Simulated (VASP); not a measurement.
# Hf: single point with revPBE+D3(BJ)

The system is Hf.

```
Hf
1.0
    -1.75115    1.75115    1.75115
     1.75115   -1.75115    1.75115
     1.75115    1.75115   -1.75115
Hf
1
Direct
  0.00000 0.00000 0.00000
```

```
Program                : VASP 6.6.1
Task                   : single point
Functional             : revPBE
Dispersion             : D3(BJ)
Potentials or basis    : VASP PAW PBE potentials, release 64 (Hf_pv)
Cutoff                 : 520 eV
k mesh                 : 10 × 10 × 10
Occupations            : fermi-dirac, width 0.05 eV
Spin                   : no spin polarisation
Dipole correction      : no
Further INCAR settings : ALGO = Normal; EDIFF = 1e-06; NBANDS = 11
```

* Pressure: -0.4 GPa
* Band gap on the k mesh: zero (band 5 reaches 6.51 eV, above the bottom of band 6 at 4.14 eV)
* Dispersion energy per atom: -0.821 eV

Levels at points of the mesh, in eV from the Fermi level:
| k point | band 2 | band 3 | band 4 | band 5 | band 6 | band 7 | band 8 | band 9 |
| --- | --- | --- | --- | --- | --- | --- | --- | --- |
| (0.00, 0.00, 0.00) | -29.72 | -29.72 | -7.18 | 1.57 | 1.57 | 1.57 | 4.46 | 4.46 |
| (0.50, 0.00, 0.00) | -30.02 | -29.73 | -3.51 | -0.57 | 1.18 | 4.32 | 5.36 | 7.97 |
| (0.50, 0.50, 0.50) | -30.37 | -30.37 | -2.76 | -2.76 | 7.09 | 7.09 | 7.09 | 7.53 |

Run time: 7.8 s on 1 thread of Intel Xeon 8259CL, on a shared host, peak memory 0.15 GiB.

Caveat: the PAW data sets were made with another functional, which shifts forces and pressure a little; spin-orbit coupling is left out, which moves the levels of the heavy elements; pairwise dispersion overbinds metals, which lowers pressure and volume.
